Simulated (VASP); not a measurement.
Write the native input for VASP 6.6.1 that does the following.

```
Task                   : single point
Functional             : PBE
Potentials or basis    : VASP PAW PBE potentials, release 64 (Pd)
Cutoff                 : 500 eV
k mesh                 : 12 × 12 × 12
Occupations            : fermi-dirac, width 0.1 eV
Spin                   : non-collinear spin, zero start, spin-orbit coupling
Starting moments       : [[0.0, 0.0, 0.0]] μB
Dipole correction      : no
Further INCAR settings : ALGO = Normal; EDIFF = 1e-06; NBANDS = 21
```

The structure of Pd lies in POSCAR:

```
Pd
1.0
    2.6156052913      0.0000000000      0.0000000000
    0.0000000000      2.6156052913      0.0000000000
    0.0000000000      0.0000000000      2.6156052913
Pd
1
Direct
    0.0000000000      0.0000000000      0.0000000000
```

These files were run (other wordings do the same):

INCAR

```
ALGO = Normal
EDIFF = 1E-6
ENCUT = 500
GGA = PE
GGA_COMPAT = False
ISIF = 2
ISMEAR = -1
LASPH = True
LCHARG = False
LMAXMIX = 4
LORBIT = 11
LORBMOM = True
LREAL = False
LSORBIT = True
LWAVE = False
MAGMOM = 0 0 0
NBANDS = 21
NELM = 200
PREC = Accurate
SIGMA = 0.1
```

KPOINTS

```
k-points
0
Gamma
  12 12 12
```

Potentials or basis: VASP PAW PBE potentials, release 64 (Pd).

Run with:

```bash
$ cat potpaw_PBE.64/Pd/POTCAR > POTCAR
$ mpirun -np 1 vasp_ncl > vasp.out
```

It gave:

```yaml
Pressure: -0.3 GPa
Net_moment: 0.00 μB per cell
Valence_electrons_inside_the_program's_atomic_spheres: Pd 9.34
```

Wall time 19 s on 1 thread of Intel(R) Xeon(R) 6975P-C (Granite Rapids) (shared host), peak memory 0.18 GiB.
